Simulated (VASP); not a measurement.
# Li4F (Pm-3m) in VASP: relaxation of cell and atoms with PBE

Aim: the relaxation of cell and atoms of Li4F with PBE.

Program: VASP 6.6.1. These are calculated values, not measurements. Logs are shortened: lines on timing, memory, paths and dates and some standing lists are left out, and cuts for length are marked.

### 1 The cell of the first run

It takes space group Pm-3m (No. 221, cubic). The conventional cell has a = 4.267 Å, b = 4.267 Å, c = 4.267 Å, α = 90.00°, β = 90.00°, γ = 90.00°. Li (site symmetry m-3m) has 12 Li at 3.02 Å and 8 F at 3.70 Å within 4.0 Å. Within 2.8 Å of Li (site symmetry 4/mmm) lie 2 F at 2.13 Å. Within 2.8 Å of F (site symmetry m-3m) lie 6 Li at 2.13 Å.

The cell was built from a structure type or drawn by symmetry, and may not be a known phase.

### 2 Relaxation of cell and atoms, PBE

Input file INCAR:

```
SYSTEM = Li4F
PREC = Accurate
ENCUT = 600
EDIFF = 1E-6
ISMEAR = 0
SIGMA = 0.1
LREAL = .FALSE.
LASPH = .TRUE.
NELM = 60
ALGO = Normal
ISIF = 3
LWAVE = .FALSE.
LCHARG = .FALSE.
GGA = PE
IBRION = 2
NSW = 100
EDIFFG = -0.01
```

Input file KPOINTS:

```
regular mesh
0
G
  10 10 10
  0 0 0
```

Input file POSCAR:

```
Li4F
1.0
    4.2670661488      0.0000000000      0.0000000000
    0.0000000000      4.2670661488      0.0000000000
    0.0000000000      0.0000000000      4.2670661488
Li F
4 1
Direct
    0.5000000000      0.5000000000      0.5000000000
    0.5000000000      0.0000000000      0.0000000000
    0.0000000000      0.5000000000      0.0000000000
    0.0000000000      0.0000000000      0.5000000000
    0.0000000000      0.0000000000      0.0000000000
```

Potentials or basis: VASP PAW PBE potentials, release 64 (Li_sv, F).

On the command line:

```sh
> cat potpaw_PBE.64/Li_sv/POTCAR potpaw_PBE.64/F/POTCAR > POTCAR
> mpirun -np 1 vasp_std > vasp.out
```

OUTCAR:

```text
SYSTEM = Li4F
   PREC = Accurate
   ENCUT = 600
   EDIFF = 1E-6
   ISMEAR = 0
   LREAL = .FALSE.
   LASPH = .TRUE.
   NELM = 60
   ISIF = 3
   GGA = PE
   IBRION = 2
   NSW = 100
   EDIFFG = -0.01

 ion  position               nearest neighbor table
   1  0.500  0.500  0.500-
   2  0.500  0.000  0.000-   5 2.13   5 2.13
   3  0.000  0.500  0.000-   5 2.13   5 2.13
   4  0.000  0.000  0.500-   5 2.13   5 2.13
   5  0.000  0.000  0.000-   2 2.13   3 2.13   4 2.13   4 2.13   3 2.13   2 2.13

  LATTYP: Found a simple cubic cell.
 ALAT       =     4.2670661488

  Lattice vectors:

 A1 = (   4.2670661488,   0.0000000000,   0.0000000000)
 A2 = (   0.0000000000,   4.2670661488,   0.0000000000)
 A3 = (   0.0000000000,   0.0000000000,   4.2670661488)

Analysis of symmetry for initial positions (statically):
=====================================================================
 Subroutine PRICEL returns:
 Original cell was already a primitive cell.

 Routine SETGRP: Setting up the symmetry group for a
 simple cubic supercell.

 Subroutine GETGRP returns: Found 48 space group operations
 (whereof 48 operations were pure point group operations)
 out of a pool of 48 trial point group operations.

The static configuration has the point symmetry O_h .

Analysis of symmetry for dynamics (positions and initial velocities):
=====================================================================
 Subroutine PRICEL returns:
 Original cell was already a primitive cell.

 Routine SETGRP: Setting up the symmetry group for a
 simple cubic supercell.

 Subroutine GETGRP returns: Found 48 space group operations
 (whereof 48 operations were pure point group operations)
 out of a pool of 48 trial point group operations.

The dynamic configuration has the point symmetry O_h .

 Subroutine INISYM returns: Found 48 space group operations
 (whereof 48 operations are pure point group operations),
 and found     1 'primitive' translations

----------------------------------------------------------------------------------------

                                     Primitive cell

  volume of cell :      77.6941

  direct lattice vectors                    reciprocal lattice vectors
     4.267066149  0.000000000  0.000000000     0.234353058  0.000000000  0.000000000
     0.000000000  4.267066149  0.000000000     0.000000000  0.234353058  0.000000000
     0.000000000  0.000000000  4.267066149     0.000000000  0.000000000  0.234353058

  length of vectors
     4.267066149  4.267066149  4.267066149     0.234353058  0.234353058  0.234353058

  position of ions in fractional coordinates (direct lattice)
     0.500000000  0.500000000  0.500000000
     0.500000000  0.000000000  0.000000000
     0.000000000  0.500000000  0.000000000
     0.000000000  0.000000000  0.500000000
     0.000000000  0.000000000  0.000000000

  ion indices of the primitive-cell ions
   primitive index   ion index
                 1           1
                 2           2
                 3           3
                 4           4
                 5           5

----------------------------------------------------------------------------------------

 KPOINTS: regular mesh

Automatic generation of k-mesh.
 Grid dimensions read from file:
 generate k-points for:   10   10   10

 Generating k-lattice:

  Cartesian coordinates                     Fractional coordinates (reciprocal lattice)
     0.023435306  0.000000000  0.000000000     0.100000000  0.000000000  0.000000000
     0.000000000  0.023435306  0.000000000     0.000000000  0.100000000  0.000000000
     0.000000000  0.000000000  0.023435306     0.000000000  0.000000000  0.100000000

  Length of vectors
     0.023435306  0.023435306  0.023435306

  Shift w.r.t. Gamma in fractional coordinates (k-lattice)
     0.000000000  0.000000000  0.000000000

 Subroutine IBZKPT returns following result:
 ===========================================

 Found     56 irreducible k-points:

 Following reciprocal coordinates:
            Coordinates               Weight
  0.000000  0.000000  0.000000      1.000000
  0.100000  0.000000  0.000000      6.000000
  0.200000  0.000000  0.000000      6.000000
  0.300000  0.000000  0.000000      6.000000
  0.400000  0.000000  0.000000      6.000000
  0.500000  0.000000  0.000000      3.000000
[... 16 lines left out ...]
  0.200000  0.100000  0.100000     24.000000
  0.300000  0.100000  0.100000     24.000000
 [... further k-points ...]
   k-points           NKPTS =     56   k-points in BZ     NKDIM =     56   number of bands    NBANDS=     13
   number of dos      NEDOS =    301   number of ions     NIONS =      5
   total plane-waves  NPLWV =  46656
   dimension x,y,z NGX =    36 NGY =   36 NGZ =   36
   dimension x,y,z NGXF=    72 NGYF=   72 NGZF=   72
   ions per type =               4   1
   NGX,Y,Z   is equivalent  to a cutoff of  14.03, 14.03, 14.03 a.u.
   NGXF,Y,Z  is equivalent  to a cutoff of  28.05, 28.05, 28.05 a.u.
 SYSTEM =  Li4F
   PREC   = accura    normal or accurate (medium, high low for compatibility)
   ISTART =      0    job   : 0-new  1-cont  2-samecut
   ICHARG =      2    charge: 1-file 2-atom 10-const
   ISPIN  =      1    spin polarized calculation?
   LNONCOLLINEAR =      F non collinear calculations
   LSORBIT =      F    spin-orbit coupling
   LASPH  =      T    aspherical Exc in radial PAW
   ENCUT  =  600.0 eV  44.10 Ry    6.64 a.u.   8.52  8.52  8.52*2*pi/ulx,y,z
   NELM   =     60;   NELMIN=  2; NELMDL= -5     # of ELM steps
   EDIFF  = 0.1E-05   stopping-criterion for ELM
   LREAL  =      F    real-space projection
   EDIFFG = -.1E-01   stopping-criterion for IOM
   NSW    =    100    number of steps for IOM
   IBRION =      2    ionic relax: 0-MD 1-quasi-New 2-CG
   NFREE  =      1    steps in history (QN), initial steepest desc. (CG)
   ISIF   =      3    stress and relaxation
   ISYM   =      2    0-nonsym 1-usesym 2-fastsym
   POTIM  = 0.5000    time-step for ionic-motion
   TEBEG  =    0.0;   TEEND  =   0.0 temperature during run
   PSTRESS=    0.0 pullay stress
   NELECT =      19.0000    total number of electrons
   NUPDOWN=      -1.0000    fix difference up-down
   EMIN   =  10.00;   EMAX   =-10.00  energy-range for DOS
   EFERMI =   0.00;   METHOD = LEGACY
   ISMEAR =     0;   SIGMA  =   0.10  broadening in eV -4-tet -1-fermi 0-gaus
   EFERMI_NEDOS =   21; number of points for ismear=-14 and -15
   IALGO  =     38    algorithm
   IMIX   =      4    mixing-type and parameters
     AMIX     =   0.40;   BMIX     =  1.00
     AMIX_MAG =   1.60;   BMIX_MAG =  1.00
  volume/ion in A,a.u.               =      15.54       104.86
  Fermi-wavevector in a.u.,A,eV,Ry     =   1.023756  1.934619 14.259957  1.048077
  Thomas-Fermi vector in A             =   2.157507
   LORBIT       =      0    0 simple, 1 ext, 2 COOP (PROOUT), +10 PAW based schemes
   GGA     = PE    functional components
   LHFCALC =     F    Hartree Fock is set to
   AEXX    =    0.0000 exact exchange contribution
   IVDW    =     0    specifies the selected vdW correction
   LEPSILON=     F    determine dielectric tensor
   LRPA    =     F    only Hartree local field effects (RPA)
 conjugate gradient relaxation of ions
 non-spin polarized calculation
 Gauss-broadening in eV      SIGMA  =   0.10
  energy-cutoff  :      600.00
  volume of cell :       77.69
 maximum number of plane-waves:      2624
 NGX is ok and might be reduce to    36
   NGX = 17   NGY = 17   NGZ = 17

--------------------------------------- Ionic step        1  -------------------------------------------

 number of electron      18.9999982 magnetization

 Free energy of the ion-electron system (eV)
  ---------------------------------------------------
  ext. energy  EPLUGINS =         0.00000000
  ---------------------------------------------------
  free energy    TOTEN  =       -14.35922484 eV

  energy without entropy =      -14.34363212  energy(sigma->0) =      -14.35142848

------------------------ aborting loop because EDIFF is reached ----------------------------------------

  FORCE on cell =-STRESS in cart. coord.  units (eV):
  Direction    XX          YY          ZZ          XY          YZ          ZX
  --------------------------------------------------------------------------------------
  -------------------------------------------------------------------------------------
  Total       -0.0991977     -0.0991977     -0.0991977     -0.0000000      0.0000000     -0.0000000
  in kB       -2.0456162     -2.0456162     -2.0456162     -0.0000000      0.0000000     -0.0000000
  external PRESSURE =      -2.0456162 kB  Pullay stress =       0.0000000 kB

 VOLUME and BASIS-vectors are now :
 -----------------------------------------------------------------------------
  energy-cutoff  :      600.00
  volume of cell :       77.69
      direct lattice vectors                 reciprocal lattice vectors
     4.267066149  0.000000000  0.000000000     0.234353058  0.000000000  0.000000000
     0.000000000  4.267066149  0.000000000     0.000000000  0.234353058  0.000000000
     0.000000000  0.000000000  4.267066149     0.000000000  0.000000000  0.234353058
[... 40 lines left out ...]
 POSITION                                       TOTAL-FORCE (eV/Angst)
 -----------------------------------------------------------------------------------
      2.13149      2.13149      2.13149         0.000000      0.000000      0.000000
      2.13149      0.00000     -0.00000        -0.000000     -0.000000      0.000000
     -0.00000      2.13149     -0.00000        -0.000000     -0.000000      0.000000
      0.00000      0.00000      2.13149         0.000000      0.000000      0.000000
      0.00000      0.00000      0.00000        -0.000000     -0.000000      0.000000
 -----------------------------------------------------------------------------------
    total drift:                                0.000000      0.000000     -0.000000

  FREE ENERGIE OF THE ION-ELECTRON SYSTEM (eV)
  ---------------------------------------------------
  free  energy   TOTEN  =       -14.3594521453 eV

  energy  without entropy=      -14.3438538124  energy(sigma->0) =      -14.35165298

--------------------------------------- Ionic step        3  -------------------------------------------

 number of electron      18.9999996 magnetization

 Free energy of the ion-electron system (eV)
  ---------------------------------------------------
  ext. energy  EPLUGINS =         0.00000000
  ---------------------------------------------------
  free energy    TOTEN  =       -14.35965276 eV

  energy without entropy =      -14.34404428  energy(sigma->0) =      -14.35184852

 E-fermi :   1.6395     XC(G=0):  -7.6980

 val. band max:        1.6150322012   @ k =   0.5000   0.5000   0.2000
 cond. band min:       1.6452091747   @ k =   0.4000   0.4000   0.3000
 fundamental gap:      0.0301769735
 Fermi energy:         1.6395479810

 k-point     1 :       0.0000    0.0000    0.0000
  band No.  band energies     occupation
      1     -45.1467      2.00000
      2     -45.1218      2.00000
      3     -45.1218      2.00000
      4     -44.7640      2.00000
      5     -23.1451      2.00000
      6      -5.0538      2.00000
      7      -5.0538      2.00000
      8      -5.0538      2.00000
      9      -1.2900      2.00000
     10       4.2529      0.00000
     11       4.2529      0.00000
     12       4.2529      0.00000
     13       6.2572      0.00000

 k-point     2 :       0.1000    0.0000    0.0000
  band No.  band energies     occupation
      1     -45.1461      2.00000
      2     -45.1224      2.00000
      3     -45.1219      2.00000
      4     -44.7641      2.00000
      5     -23.1463      2.00000
      6      -5.0573      2.00000
      7      -5.0489      2.00000
      8      -5.0489      2.00000
      9      -1.2103      2.00000
     10       3.7635      0.00000
     11       4.2996      0.00000
[... 339 lines left out ...]
 k-point    24 :       0.3000    0.1000    0.1000
  band No.  band energies     occupation
      1     -45.1412      2.00000
      2     -45.1261      2.00000
      3     -45.1227      2.00000
      4     -44.7643      2.00000
      5     -23.1564      2.00000
      6      -5.0618      2.00000
      7      -5.0149      2.00000
      8      -5.0090      2.00000
      9      -0.4872      2.00000
     10       2.1101      0.00000
     11       3.8441      0.00000
     12       4.5091      0.00000
     13       6.8431      0.00000

 [... further k-points ...]
[... 5 lines left out ...]
  --------------------------------------------------------------------------------------
  -------------------------------------------------------------------------------------
  Total       -0.0111461     -0.0111461     -0.0111461      0.0000000     -0.0000000      0.0000000
  in kB       -0.2316825     -0.2316825     -0.2316825      0.0000000     -0.0000000      0.0000000
  external PRESSURE =      -0.2316825 kB  Pullay stress =       0.0000000 kB

 VOLUME and BASIS-vectors are now :
 -----------------------------------------------------------------------------
  energy-cutoff  :      600.00
  volume of cell :       77.08
      direct lattice vectors                 reciprocal lattice vectors
     4.255784931  0.000000000 -0.000000000     0.234974280  0.000000000 -0.000000000
    -0.000000000  4.255784931 -0.000000000    -0.000000000  0.234974280 -0.000000000
     0.000000000  0.000000000  4.255784931     0.000000000  0.000000000  0.234974280

 POSITION                                       TOTAL-FORCE (eV/Angst)
 -----------------------------------------------------------------------------------
      2.12789      2.12789      2.12789         0.000000      0.000000      0.000000
      2.12789      0.00000     -0.00000        -0.000000     -0.000000      0.000000
     -0.00000      2.12789     -0.00000        -0.000000     -0.000000      0.000000
      0.00000      0.00000      2.12789         0.000000      0.000000      0.000000
      0.00000      0.00000      0.00000        -0.000000     -0.000000      0.000000
 -----------------------------------------------------------------------------------
    total drift:                                0.000000      0.000000     -0.000000

  FREE ENERGIE OF THE ION-ELECTRON SYSTEM (eV)
  ---------------------------------------------------
  free  energy   TOTEN  =       -14.3596527648 eV

  energy  without entropy=      -14.3440442789  energy(sigma->0) =      -14.35184852

 reached required accuracy - stopping structural energy minimisation
```

Wall time 2.8 min (1 thread of Intel Xeon 8259CL, shared host); peak memory 0.24 GiB.

What came out:

```yaml
Free_energy: -14.3597 eV
Relaxed_volume: 15.42 Å³/atom
Relaxed_cell: a = 4.256 Å, b = 4.256 Å, c = 4.256 Å, α = 90.00°, β = 90.00°, γ = 90.00°
Space_group_after_relaxing_to_0.1_Å: Pm-3m (No. 221)
Energy_gained_by_relaxing: 0.1 meV/atom
Ionic_steps: 3
Pressure_after_relaxing: 0.0 GPa
Band_gap_on_the_k_mesh: zero (an odd number of electrons rules out a gap without spin polarisation)
```

The path:
```csv
step,energy change (eV),largest force (eV/Å),pressure (GPa),volume (Å³)
1,0.0000,0.0000,-0.20,77.69
2,-0.0002,0.0000,-0.13,77.47
3,-0.0004,0.0000,-0.02,77.08
```

Final structure:
```
CELL_PARAMETERS angstrom
4.25578 0.00000 0.00000
0.00000 4.25578 0.00000
0.00000 0.00000 4.25578
ATOMIC_POSITIONS crystal
Li 0.50000 0.50000 0.50000
Li 0.50000 0.00000 0.00000
Li 0.00000 0.50000 0.00000
Li 0.00000 0.00000 0.50000
F 0.00000 0.00000 0.00000
```

Levels at points of the mesh, in eV from the Fermi level:
```tsv
k point	band 7	band 8	band 9	band 10	band 11	band 12
(0.00, 0.00, 0.00)	-6.69	-6.69	-2.93	2.61	2.61	2.61
(0.50, 0.00, 0.00)	-6.64	-6.64	-1.35	-0.88	3.35	3.35
(0.50, 0.50, 0.00)	-6.61	-6.60	-0.81	0.11	0.11	2.52
(0.50, 0.50, 0.50)	-6.51	-6.51	-0.28	-0.28	-0.28	2.88
```

Caveat: the cutoff is under 1.25 times the usual one of these potentials, so pressure, stress and relaxed cells hold a basis-set (Pulay) error; an odd number of electrons without spin polarisation forces a metal; a magnetic or distorted state may lie lower.
